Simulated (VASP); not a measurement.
# Ga3Cl in VASP: a series of runs

Ga3Cl is run at these levels: PBE; tasks: single point, relaxation of cell and atoms.

Program: VASP 6.6.1. These are calculated values, not measurements. Logs are shortened: lines on timing, memory, paths and dates and some standing lists are left out, and cuts for length are marked.

## Step 1: The cell of the first run

The structure is cubic, space group Pm-3m (No. 221). Conventional cell: a = 4.251 Å, b = 4.251 Å, c = 4.251 Å, α = 90.00°, β = 90.00°, γ = 90.00°. Within 4.0 Å of Ga (site symmetry 4/mmm) lie 8 Ga at 3.01 Å and 4 Cl at 3.01 Å. Cl (site symmetry m-3m) has 12 Ga at 3.01 Å within 4.0 Å.

## Step 2: Single point, PBE

INCAR

```
PREC = Accurate
ENCUT = 520
EDIFF = 1E-6
ISMEAR = 0
SIGMA = 0.1
LREAL = False
LASPH = True
NELM = 60
ALGO = Normal
ISIF = 2
LWAVE = False
LCHARG = False
GGA = PE
NBANDS = 31
```

KPOINTS

```
Automatic mesh
0
Gamma
  4 4 4
```

POSCAR

```
Ga3Cl
1.0
    4.2513822124      0.0000000000      0.0000000000
    0.0000000000      4.2513822124      0.0000000000
    0.0000000000      0.0000000000      4.2513822124
Ga Cl
3 1
Direct
    0.0000000000      0.5000000000      0.5000000000
    0.5000000000      0.0000000000      0.5000000000
    0.5000000000      0.5000000000      0.0000000000
    0.0000000000      0.0000000000      0.0000000000
```

Potentials or basis: VASP PAW PBE potentials, release 64 (Ga_d, Cl).

The run is started by

```
$ cat potpaw_PBE.64/Ga_d/POTCAR potpaw_PBE.64/Cl/POTCAR > POTCAR
$ mpirun -np 1 vasp_std > vasp.out
```

OUTCAR:

```text
PREC = Accurate
   ENCUT = 520
   EDIFF = 1E-6
   ISMEAR = 0
   LREAL = False
   LASPH = True
   NELM = 60
   ISIF = 2
   GGA = PE

 ion  position               nearest neighbor table
   1  0.000  0.500  0.500-
   2  0.500  0.000  0.500-
   3  0.500  0.500  0.000-
   4  0.000  0.000  0.000-

  LATTYP: Found a simple cubic cell.
 ALAT       =     4.2513822124

  Lattice vectors:

 A1 = (   4.2513822124,   0.0000000000,   0.0000000000)
 A2 = (   0.0000000000,   4.2513822124,   0.0000000000)
 A3 = (   0.0000000000,   0.0000000000,   4.2513822124)

Analysis of symmetry for initial positions (statically):
=====================================================================
 Subroutine PRICEL returns:
 Original cell was already a primitive cell.

 Routine SETGRP: Setting up the symmetry group for a
 simple cubic supercell.

 Subroutine GETGRP returns: Found 48 space group operations
 (whereof 48 operations were pure point group operations)
 out of a pool of 48 trial point group operations.

The static configuration has the point symmetry O_h .

Analysis of symmetry for dynamics (positions and initial velocities):
=====================================================================
 Subroutine PRICEL returns:
 Original cell was already a primitive cell.

 Routine SETGRP: Setting up the symmetry group for a
 simple cubic supercell.

 Subroutine GETGRP returns: Found 48 space group operations
 (whereof 48 operations were pure point group operations)
 out of a pool of 48 trial point group operations.

The dynamic configuration has the point symmetry O_h .

 Subroutine INISYM returns: Found 48 space group operations
 (whereof 48 operations are pure point group operations),
 and found     1 'primitive' translations

----------------------------------------------------------------------------------------

                                     Primitive cell

  volume of cell :      76.8405

  direct lattice vectors                    reciprocal lattice vectors
     4.251382212  0.000000000  0.000000000     0.235217619  0.000000000  0.000000000
     0.000000000  4.251382212  0.000000000     0.000000000  0.235217619  0.000000000
     0.000000000  0.000000000  4.251382212     0.000000000  0.000000000  0.235217619

  length of vectors
     4.251382212  4.251382212  4.251382212     0.235217619  0.235217619  0.235217619

  position of ions in fractional coordinates (direct lattice)
     0.000000000  0.500000000  0.500000000
     0.500000000  0.000000000  0.500000000
     0.500000000  0.500000000  0.000000000
     0.000000000  0.000000000  0.000000000

  ion indices of the primitive-cell ions
   primitive index   ion index
                 1           1
                 2           2
                 3           3
                 4           4

----------------------------------------------------------------------------------------

 KPOINTS: Automatic mesh

Automatic generation of k-mesh.
 Grid dimensions read from file:
 generate k-points for:    4    4    4

 Generating k-lattice:

  Cartesian coordinates                     Fractional coordinates (reciprocal lattice)
     0.058804405  0.000000000  0.000000000     0.250000000  0.000000000  0.000000000
     0.000000000  0.058804405  0.000000000     0.000000000  0.250000000  0.000000000
     0.000000000  0.000000000  0.058804405     0.000000000  0.000000000  0.250000000

  Length of vectors
     0.058804405  0.058804405  0.058804405

  Shift w.r.t. Gamma in fractional coordinates (k-lattice)
     0.000000000  0.000000000  0.000000000

 Subroutine IBZKPT returns following result:
 ===========================================

 Found     10 irreducible k-points:

 Following reciprocal coordinates:
            Coordinates               Weight
  0.000000  0.000000  0.000000      1.000000
  0.250000  0.000000  0.000000      6.000000
  0.500000  0.000000  0.000000      3.000000
  0.250000  0.250000  0.000000     12.000000
  0.500000  0.250000  0.000000     12.000000
  0.500000  0.500000  0.000000      3.000000
  0.250000  0.250000  0.250000      8.000000
  0.500000  0.250000  0.250000     12.000000
  0.500000  0.500000  0.250000      6.000000
  0.500000  0.500000  0.500000      1.000000
   k-points           NKPTS =     10   k-points in BZ     NKDIM =     10   number of bands    NBANDS=     31
   number of dos      NEDOS =    301   number of ions     NIONS =      4
   total plane-waves  NPLWV =  32768
   dimension x,y,z NGX =    32 NGY =   32 NGZ =   32
   dimension x,y,z NGXF=    64 NGYF=   64 NGZF=   64
   ions per type =               3   1
   NGX,Y,Z   is equivalent  to a cutoff of  12.51, 12.51, 12.51 a.u.
   NGXF,Y,Z  is equivalent  to a cutoff of  25.03, 25.03, 25.03 a.u.
 SYSTEM =  unknown system
   PREC   = accura    normal or accurate (medium, high low for compatibility)
   ISTART =      0    job   : 0-new  1-cont  2-samecut
   ICHARG =      2    charge: 1-file 2-atom 10-const
   ISPIN  =      1    spin polarized calculation?
   LNONCOLLINEAR =      F non collinear calculations
   LSORBIT =      F    spin-orbit coupling
   LASPH  =      T    aspherical Exc in radial PAW
   ENCUT  =  520.0 eV  38.22 Ry    6.18 a.u.   7.90  7.90  7.90*2*pi/ulx,y,z
   NELM   =     60;   NELMIN=  2; NELMDL= -5     # of ELM steps
   EDIFF  = 0.1E-05   stopping-criterion for ELM
   LREAL  =      F    real-space projection
   EDIFFG = 0.1E-04   stopping-criterion for IOM
   NSW    =      0    number of steps for IOM
   IBRION =     -1    ionic relax: 0-MD 1-quasi-New 2-CG
   NFREE  =      0    steps in history (QN), initial steepest desc. (CG)
   ISIF   =      2    stress and relaxation
   ISYM   =      2    0-nonsym 1-usesym 2-fastsym
   POTIM  = 0.5000    time-step for ionic-motion
   TEBEG  =    0.0;   TEEND  =   0.0 temperature during run
   PSTRESS=    0.0 pullay stress
   NELECT =      46.0000    total number of electrons
   NUPDOWN=      -1.0000    fix difference up-down
   EMIN   =  10.00;   EMAX   =-10.00  energy-range for DOS
   EFERMI =   0.00;   METHOD = LEGACY
   ISMEAR =     0;   SIGMA  =   0.10  broadening in eV -4-tet -1-fermi 0-gaus
   EFERMI_NEDOS =   21; number of points for ismear=-14 and -15
   IALGO  =     38    algorithm
   IMIX   =      4    mixing-type and parameters
     AMIX     =   0.40;   BMIX     =  1.00
     AMIX_MAG =   1.60;   BMIX_MAG =  1.00
  volume/ion in A,a.u.               =      19.21       129.64
  Fermi-wavevector in a.u.,A,eV,Ry     =   1.379740  2.607331 25.901177  1.903683
  Thomas-Fermi vector in A             =   2.504682
   LORBIT       =      0    0 simple, 1 ext, 2 COOP (PROOUT), +10 PAW based schemes
   GGA     = PE    functional components
   LHFCALC =     F    Hartree Fock is set to
   AEXX    =    0.0000 exact exchange contribution
   IVDW    =     0    specifies the selected vdW correction
   LEPSILON=     F    determine dielectric tensor
   LRPA    =     F    only Hartree local field effects (RPA)
 non-spin polarized calculation
 Gauss-broadening in eV      SIGMA  =   0.10
  energy-cutoff  :      520.00
  volume of cell :       76.84
 maximum number of plane-waves:      2103
 NGX is ok and might be reduce to    32
   NGX = 15   NGY = 15   NGZ = 15

 number of electron      45.9999973 magnetization

 Free energy of the ion-electron system (eV)
  ---------------------------------------------------
  ext. energy  EPLUGINS =         0.00000000
  ---------------------------------------------------
  free energy    TOTEN  =       -10.25532383 eV

  energy without entropy =      -10.21488121  energy(sigma->0) =      -10.23510252

 E-fermi :   5.9240     XC(G=0): -10.6651

 val. band max:        5.9101119723   @ k =   0.5000   0.2500   0.0000
 cond. band min:       5.9373503312   @ k =   0.5000   0.5000   0.2500
 fundamental gap:      0.0272383589
 Fermi energy:         5.9240164118

 k-point     1 :       0.0000    0.0000    0.0000
  band No.  band energies     occupation
      1     -11.2021      2.00000
      2      -9.4529      2.00000
      3      -9.4529      2.00000
      4      -9.4529      2.00000
      5      -9.4284      2.00000
      6      -9.4284      2.00000
[... 23 lines left out ...]
     30      13.0373      0.00000
     31      13.0373      0.00000

 k-point     2 :       0.2500    0.0000    0.0000
  band No.  band energies     occupation
      1     -11.1105      2.00000
      2      -9.4415      2.00000
      3      -9.4232      2.00000
      4      -9.4165      2.00000
      5      -9.4165      2.00000
      6      -9.3992      2.00000
[... 23 lines left out ...]
     30      13.1756      0.00000
     31      13.4297      0.00000

 k-point     3 :       0.5000    0.0000    0.0000
  band No.  band energies     occupation
      1     -11.0123      2.00000
      2      -9.4276      2.00000
      3      -9.4196      2.00000
      4      -9.3660      2.00000
      5      -9.3660      2.00000
      6      -9.3556      2.00000
[... 23 lines left out ...]
     30      12.5287      0.00000
     31      12.5287      0.00000

 k-point     4 :       0.2500    0.2500    0.0000
  band No.  band energies     occupation
      1     -11.0422      2.00000
      2      -9.4211      2.00000
      3      -9.4164      2.00000
      4      -9.4048      2.00000
      5      -9.3888      2.00000
      6      -9.3661      2.00000
[... 23 lines left out ...]
     30      11.6607      0.00000
     31      13.6580      0.00000

 k-point     5 :       0.5000    0.2500    0.0000
  band No.  band energies     occupation
      1     -10.9714      2.00000
      2      -9.4051      2.00000
      3      -9.3921      2.00000
      4      -9.3860      2.00000
      5      -9.3798      2.00000
      6      -9.3241      2.00000
[... 23 lines left out ...]
     30      12.4691      0.00000
     31      12.5532      0.00000
[... 66 lines left out ...]
     30      13.7975      0.00000
     31      14.2914      0.00000

 k-point     8 :       0.5000    0.2500    0.2500
  band No.  band energies     occupation
      1     -10.9575      2.00000
      2      -9.4046      2.00000
      3      -9.3835      2.00000
      4      -9.3833      2.00000
      5      -9.3500      2.00000
      6      -9.3404      2.00000
[... 23 lines left out ...]
     30      12.6391      0.00000
     31      13.5184      0.00000

 k-point     9 :       0.5000    0.5000    0.2500
  band No.  band energies     occupation
      1     -10.9443      2.00000
      2      -9.3939      2.00000
      3      -9.3939      2.00000
      4      -9.3688      2.00000
      5      -9.3586      2.00000
      6      -9.3484      2.00000
[... 23 lines left out ...]
     30      14.4406      0.00000
     31      14.9542      0.00000

 k-point    10 :       0.5000    0.5000    0.5000
  band No.  band energies     occupation
      1     -10.9571      2.00000
      2      -9.3940      2.00000
      3      -9.3940      2.00000
      4      -9.3940      2.00000
      5      -9.3776      2.00000
      6      -9.3776      2.00000
[... 23 lines left out ...]
     30      15.4149      0.00000
     31      15.4149      0.00000

------------------------ aborting loop because EDIFF is reached ----------------------------------------

  FORCE on cell =-STRESS in cart. coord.  units (eV):
  Direction    XX          YY          ZZ          XY          YZ          ZX
  --------------------------------------------------------------------------------------
  -------------------------------------------------------------------------------------
  Total        3.0454811      3.0454811      3.0454811      0.0000000      0.0000000      0.0000000
  in kB       63.5003374     63.5003374     63.5003374      0.0000000      0.0000000      0.0000000
  external PRESSURE =      63.5003374 kB  Pullay stress =       0.0000000 kB

 VOLUME and BASIS-vectors are now :
 -----------------------------------------------------------------------------
  energy-cutoff  :      520.00
  volume of cell :       76.84
      direct lattice vectors                 reciprocal lattice vectors
     4.251382212  0.000000000  0.000000000     0.235217619  0.000000000  0.000000000
     0.000000000  4.251382212  0.000000000     0.000000000  0.235217619  0.000000000
     0.000000000  0.000000000  4.251382212     0.000000000  0.000000000  0.235217619

 POSITION                                       TOTAL-FORCE (eV/Angst)
 -----------------------------------------------------------------------------------
      0.00000      2.12569      2.12569         0.000000      0.000000      0.000000
      2.12569      0.00000      2.12569         0.000000      0.000000      0.000000
      2.12569      2.12569      0.00000         0.000000      0.000000      0.000000
      0.00000      0.00000      0.00000         0.000000      0.000000      0.000000
 -----------------------------------------------------------------------------------
    total drift:                                0.000000     -0.000000     -0.000000

  FREE ENERGIE OF THE ION-ELECTRON SYSTEM (eV)
  ---------------------------------------------------
  free  energy   TOTEN  =       -10.2553238313 eV

  energy  without entropy=      -10.2148812150  energy(sigma->0) =      -10.23510252
```

Wall time 18 s (1 thread of Intel Xeon 6975P-C, shared host); peak memory 0.18 GiB.

What came out:

```
Free energy            : -10.2553 eV
Pressure               : 6.4 GPa
Band gap on the k mesh : zero (band 23 reaches 6.14 eV, above the bottom of band 24 at 5.34 eV)
```

Levels at points of the mesh, in eV from the Fermi level:
```tsv
k point	band 20	band 21	band 22	band 23	band 24	band 25	band 26	band 27
(0.00, 0.00, 0.00)	-5.71	-2.80	-2.80	0.22	0.22	0.22	4.68	4.68
(0.50, 0.00, 0.00)	-5.19	-3.39	-1.89	-0.58	-0.58	0.92	3.42	3.42
(0.50, 0.50, 0.00)	-4.86	-2.49	-2.49	-1.72	1.50	1.50	1.55	1.80
(0.50, 0.50, 0.50)	-5.35	-5.35	-5.35	-4.12	1.63	1.63	1.63	8.45
```

Caveat: the k points lie up to 0.37 Å⁻¹ apart.

[end of part 1 of 3]
